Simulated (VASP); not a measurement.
# Cu (P6_3/mmc) in VASP: notebook

Cu is run at these levels: r2SCAN; tasks: single point.

Program: VASP 6.6.1. These are calculated values, not measurements. Logs are shortened: lines on timing, memory, paths and dates and some standing lists are left out, and cuts for length are marked.

## Step 1: The cell of the first run

Symmetry: P6_3/mmc, No. 194, hexagonal system. Conventional cell: a = 2.529 Å, b = 2.529 Å, c = 8.264 Å, α = 90.00°, β = 90.00°, γ = 120.00°. Cu (site symmetry -3m) has 12 Cu at 2.53 Å within 3.3 Å. Within 3.3 Å of Cu (site symmetry -6m2) lie 12 Cu at 2.53 Å.

This isn't the form of Cu at room conditions, which is fcc.

## Step 2: Single point, r2SCAN

Contents of POSCAR:

```
Cu
1.0
    2.5293395074      0.0000000000      0.0000000000
   -1.2646697537      2.1904722682      0.0000000000
    0.0000000000      0.0000000000      8.2639398540
Cu
4
Direct
    0.0000000000      0.0000000000      0.0000000000
    0.3333333333      0.6666666667      0.2500000000
    0.0000000000      0.0000000000      0.5000000000
    0.6666666667      0.3333333333      0.7500000000
```

Contents of INCAR.step1:

```
  PREC = Accurate
  ENCUT = 520
  ISMEAR = 0
  SIGMA = 0.1
  LREAL = F
  LASPH = T
  NELM = 80
  NBANDS = 30
  GGA = PE
  ALGO = Normal
  EDIFF = 1E-4
  LWAVE = T
  LCHARG = F
```

Contents of INCAR.step2:

```
  PREC = Accurate
  ENCUT = 520
  EDIFF = 1E-6
  ISMEAR = 0
  SIGMA = 0.1
  LREAL = F
  LASPH = T
  NELM = 80
  ALGO = Normal
  ISIF = 2
  LWAVE = F
  LCHARG = F
  METAGGA = R2SCAN
  LMIXTAU = T
  NBANDS = 30
  ISTART = 1
```

Contents of KPOINTS:

```
regular mesh
0
Gamma
  24 24 6
```

Potentials or basis: VASP PAW PBE potentials, release 64 (Cu).

Started as:

```
$ cat potpaw_PBE.64/Cu/POTCAR > POTCAR
$ cp INCAR.step1 INCAR
$ mpirun -np 1 vasp_std > vasp.out
$ cp INCAR.step2 INCAR
$ mpirun -np 1 vasp_std > vasp.out
```

OUTCAR:

```text
PREC = Accurate
   ENCUT = 520
   EDIFF = 1E-6
   ISMEAR = 0
   LREAL = F
   LASPH = T
   NELM = 80
   ISIF = 2
   METAGGA = R2SCAN
   ISTART = 1

 ion  position               nearest neighbor table
   1  0.000  0.000  0.000-   2 2.53   4 2.53   2 2.53   4 2.53   4 2.53   2 2.53
   2  0.333  0.667  0.250-   1 2.53   3 2.53   1 2.53   3 2.53   1 2.53   3 2.53
   3  0.000  0.000  0.500-   2 2.53   4 2.53   2 2.53   4 2.53   4 2.53   2 2.53
   4  0.667  0.333  0.750-   1 2.53   3 2.53   1 2.53   3 2.53   1 2.53   3 2.53

  LATTYP: Found a hexagonal cell.
 ALAT       =     2.5293395074
 C/A-ratio  =     3.2672323466

  Lattice vectors:

 A1 = (   2.5293395074,   0.0000000000,   0.0000000000)
 A2 = (  -1.2646697537,   2.1904722682,   0.0000000000)
 A3 = (   0.0000000000,   0.0000000000,   8.2639398540)

Analysis of symmetry for initial positions (statically):
=====================================================================
 Subroutine PRICEL returns:
 Original cell was already a primitive cell.

 Routine SETGRP: Setting up the symmetry group for a
 hexagonal supercell.

 Subroutine GETGRP returns: Found 24 space group operations
 (whereof 12 operations were pure point group operations)
 out of a pool of 24 trial point group operations.

The static configuration has the point symmetry D_3d.
 The point group associated with its full space group is D_6h.

Analysis of symmetry for dynamics (positions and initial velocities):
=====================================================================
 Subroutine PRICEL returns:
 Original cell was already a primitive cell.

 Routine SETGRP: Setting up the symmetry group for a
 hexagonal supercell.

 Subroutine GETGRP returns: Found 24 space group operations
 (whereof 12 operations were pure point group operations)
 out of a pool of 24 trial point group operations.

The dynamic configuration has the point symmetry D_3d.
 The point group associated with its full space group is D_6h.

 Subroutine INISYM returns: Found 24 space group operations
 (whereof 12 operations are pure point group operations),
 and found     1 'primitive' translations

----------------------------------------------------------------------------------------

                                     Primitive cell

  volume of cell :      45.7859

  direct lattice vectors                    reciprocal lattice vectors
     2.529339507  0.000000000  0.000000000     0.395360131  0.228261278  0.000000000
    -1.264669754  2.190472268  0.000000000     0.000000000  0.456522557  0.000000000
     0.000000000  0.000000000  8.263939854     0.000000000  0.000000000  0.121007657

  length of vectors
     2.529339507  2.529339507  8.263939854     0.456522557  0.456522557  0.121007657

  position of ions in fractional coordinates (direct lattice)
     0.000000000  0.000000000  0.000000000
     0.333333333  0.666666667  0.250000000
     0.000000000  0.000000000  0.500000000
     0.666666667  0.333333333  0.750000000

  ion indices of the primitive-cell ions
   primitive index   ion index
                 1           1
                 2           2
                 3           3
                 4           4

----------------------------------------------------------------------------------------

 KPOINTS: regular mesh

Automatic generation of k-mesh.
 Grid dimensions read from file:
 generate k-points for:   24   24    6

 Generating k-lattice:

  Cartesian coordinates                     Fractional coordinates (reciprocal lattice)
     0.016473339  0.009510887  0.000000000     0.041666667  0.000000000  0.000000000
     0.000000000  0.019021773  0.000000000     0.000000000  0.041666667  0.000000000
     0.000000000  0.000000000  0.020167943     0.000000000  0.000000000  0.166666667

  Length of vectors
     0.019021773  0.019021773  0.020167943

  Shift w.r.t. Gamma in fractional coordinates (k-lattice)
     0.000000000  0.000000000  0.000000000

 Subroutine IBZKPT returns following result:
 ===========================================

 Found    244 irreducible k-points:

 Following reciprocal coordinates:
            Coordinates               Weight
  0.000000  0.000000  0.000000      1.000000
  0.041667  0.000000  0.000000      6.000000
  0.083333  0.000000  0.000000      6.000000
  0.125000  0.000000  0.000000      6.000000
  0.166667 -0.000000  0.000000      6.000000
  0.208333  0.000000  0.000000      6.000000
[... 16 lines left out ...]
  0.416667  0.041667  0.000000     12.000000
  0.458333  0.041667  0.000000     12.000000
 [... further k-points ...]
   k-points           NKPTS =    244   k-points in BZ     NKDIM =    244   number of bands    NBANDS=     30
   number of dos      NEDOS =    301   number of ions     NIONS =      4
   total plane-waves  NPLWV =  25600
   dimension x,y,z NGX =    20 NGY =   20 NGZ =   64
   dimension x,y,z NGXF=    40 NGYF=   40 NGZF=  128
   ions per type =               4
   NGX,Y,Z   is equivalent  to a cutoff of  13.15, 13.15, 12.87 a.u.
   NGXF,Y,Z  is equivalent  to a cutoff of  26.29, 26.29, 25.75 a.u.
 SYSTEM =  unknown system
   PREC   = accura    normal or accurate (medium, high low for compatibility)
   ISTART =      1    job   : 0-new  1-cont  2-samecut
   ICHARG =      0    charge: 1-file 2-atom 10-const
   ISPIN  =      1    spin polarized calculation?
   LNONCOLLINEAR =      F non collinear calculations
   LSORBIT =      F    spin-orbit coupling
   LASPH  =      T    aspherical Exc in radial PAW
   ENCUT  =  520.0 eV  38.22 Ry    6.18 a.u.   4.70  4.70 15.37*2*pi/ulx,y,z
   NELM   =     80;   NELMIN=  2; NELMDL=  0     # of ELM steps
   EDIFF  = 0.1E-05   stopping-criterion for ELM
   LREAL  =      F    real-space projection
   EDIFFG = 0.1E-04   stopping-criterion for IOM
   NSW    =      0    number of steps for IOM
   IBRION =     -1    ionic relax: 0-MD 1-quasi-New 2-CG
   NFREE  =      0    steps in history (QN), initial steepest desc. (CG)
   ISIF   =      2    stress and relaxation
   ISYM   =      2    0-nonsym 1-usesym 2-fastsym
   POTIM  = 0.5000    time-step for ionic-motion
   TEBEG  =    0.0;   TEEND  =   0.0 temperature during run
   PSTRESS=    0.0 pullay stress
   NELECT =      44.0000    total number of electrons
   NUPDOWN=      -1.0000    fix difference up-down
   EMIN   =  10.00;   EMAX   =-10.00  energy-range for DOS
   EFERMI =   0.00;   METHOD = LEGACY
   ISMEAR =     0;   SIGMA  =   0.10  broadening in eV -4-tet -1-fermi 0-gaus
   EFERMI_NEDOS =   21; number of points for ismear=-14 and -15
   IALGO  =     38    algorithm
   IMIX   =      4    mixing-type and parameters
     AMIX     =   0.40;   BMIX     =  1.00
     AMIX_MAG =   1.60;   BMIX_MAG =  1.00
  volume/ion in A,a.u.               =      11.45        77.24
  Fermi-wavevector in a.u.,A,eV,Ry     =   1.615530  3.052909 35.510354  2.609937
  Thomas-Fermi vector in A             =   2.710263
   LORBIT       =      0    0 simple, 1 ext, 2 COOP (PROOUT), +10 PAW based schemes
   METAGGA = R2SCAN    functional components
   LHFCALC =     F    Hartree Fock is set to
   AEXX    =    0.0000 exact exchange contribution
   IVDW    =     0    specifies the selected vdW correction
   LEPSILON=     F    determine dielectric tensor
   LRPA    =     F    only Hartree local field effects (RPA)
 non-spin polarized calculation
 Gauss-broadening in eV      SIGMA  =   0.10
  energy-cutoff  :      520.00
  volume of cell :       45.79
 maximum number of plane-waves:      1255
 NGX is ok and might be reduce to    20
   NGX =  9   NGY =  9   NGZ = 31

 number of electron      43.9999989 magnetization

 Free energy of the ion-electron system (eV)
  ---------------------------------------------------
  ext. energy  EPLUGINS =         0.00000000
  ---------------------------------------------------
  free energy    TOTEN  =       -43.29289316 eV

  energy without entropy =      -43.28831630  energy(sigma->0) =      -43.29060473

 E-fermi :   7.7988     XC(G=0): -13.9559

 val. band max:        7.7828605086   @ k =   0.1667  -0.0000   0.3333
 cond. band min:       7.8080111725   @ k =   0.4167   0.0417   0.0000
 fundamental gap:      0.0251506639
 Fermi energy:         7.7988046803

 k-point     1 :       0.0000    0.0000    0.0000
  band No.  band energies     occupation
      1      -2.1295      2.00000
      2       0.1184      2.00000
      3       0.1223      2.00000
      4       2.3699      2.00000
      5       4.2779      2.00000
      6       4.2850      2.00000
[... 22 lines left out ...]
     29      30.7437      0.00000
     30      31.1967      0.00000

 k-point     2 :       0.0417    0.0000    0.0000
  band No.  band energies     occupation
      1      -2.0696      2.00000
      2       0.1718      2.00000
      3       0.1757      2.00000
      4       2.4052      2.00000
      5       4.2458      2.00000
      6       4.2695      2.00000
[... 22 lines left out ...]
     29      30.0664      0.00000
     30      30.2954      0.00000

 k-point     3 :       0.0833    0.0000    0.0000
  band No.  band energies     occupation
      1      -1.8909      2.00000
      2       0.3299      2.00000
      3       0.3337      2.00000
      4       2.5077      2.00000
      5       4.1663      2.00000
      6       4.2273      2.00000
[... 22 lines left out ...]
     29      28.8548      0.00000
     30      28.9004      0.00000

 k-point     4 :       0.1250    0.0000    0.0000
  band No.  band energies     occupation
      1      -1.5965      2.00000
      2       0.5855      2.00000
      3       0.5892      2.00000
      4       2.6662      2.00000
      5       4.0664      2.00000
      6       4.1668      2.00000
[... 616 lines left out ...]
     29      21.1340      0.00000
     30      21.4652      0.00000

 k-point    23 :       0.4167    0.0417    0.0000
  band No.  band energies     occupation
      1       2.3423      2.00000
      2       2.5291      2.00000
      3       2.7602      2.00000
      4       3.0774      2.00000
      5       3.4284      2.00000
      6       3.5109      2.00000
[... 22 lines left out ...]
     29      19.7771      0.00000
     30      20.2141      0.00000

 k-point    24 :       0.4583    0.0417    0.0000
  band No.  band energies     occupation
      1       2.4229      2.00000
      2       2.5323      2.00000
      3       2.8648      2.00000
      4       3.0709      2.00000
      5       3.4085      2.00000
      6       3.4814      2.00000
[... 22 lines left out ...]
     29      18.6523      0.00000
     30      19.1390      0.00000

 [... further k-points ...]

------------------------ aborting loop because EDIFF is reached ----------------------------------------

  FORCE on cell =-STRESS in cart. coord.  units (eV):
  Direction    XX          YY          ZZ          XY          YZ          ZX
  --------------------------------------------------------------------------------------
  -------------------------------------------------------------------------------------
  Total        0.1360729      0.1360729      0.2814637      0.0000000     -0.0000000      0.0000000
  in kB        4.7615703      4.7615703      9.8491994      0.0000000     -0.0000000      0.0000000
  external PRESSURE =       6.4574467 kB  Pullay stress =       0.0000000 kB

 VOLUME and BASIS-vectors are now :
 -----------------------------------------------------------------------------
  energy-cutoff  :      520.00
  volume of cell :       45.79
      direct lattice vectors                 reciprocal lattice vectors
     2.529339507  0.000000000  0.000000000     0.395360131  0.228261278  0.000000000
    -1.264669754  2.190472268  0.000000000     0.000000000  0.456522557  0.000000000
     0.000000000  0.000000000  8.263939854     0.000000000  0.000000000  0.121007657

 POSITION                                       TOTAL-FORCE (eV/Angst)
 -----------------------------------------------------------------------------------
      0.00000      0.00000      0.00000         0.000000      0.000000      0.000000
     -0.00000      1.46031      2.06598        -0.000000      0.000000      0.000000
      0.00000      0.00000      4.13197        -0.000000      0.000000      0.000000
      1.26467      0.73016      6.19795         0.000000     -0.000000     -0.000000
 -----------------------------------------------------------------------------------
    total drift:                                0.000000     -0.000000      0.000000

  FREE ENERGIE OF THE ION-ELECTRON SYSTEM (eV)
  ---------------------------------------------------
  free  energy   TOTEN  =       -43.2928931626 eV

  energy  without entropy=      -43.2883162987  energy(sigma->0) =      -43.29060473
```

Run time: 9.5 min. Hardware: 1 thread of Intel Xeon 6975P-C (Granite Rapids), shared host; peak memory 0.35 GiB.

Results:

* Free energy: -43.2929 eV
* Pressure: 0.6 GPa
* Band gap on the k mesh: zero (bands 22 and 23 overlap by 5.47 eV)

Caveat: the PAW data sets were made with another functional, which shifts forces and pressure a little.

(Part 1 of 2 ends here.)
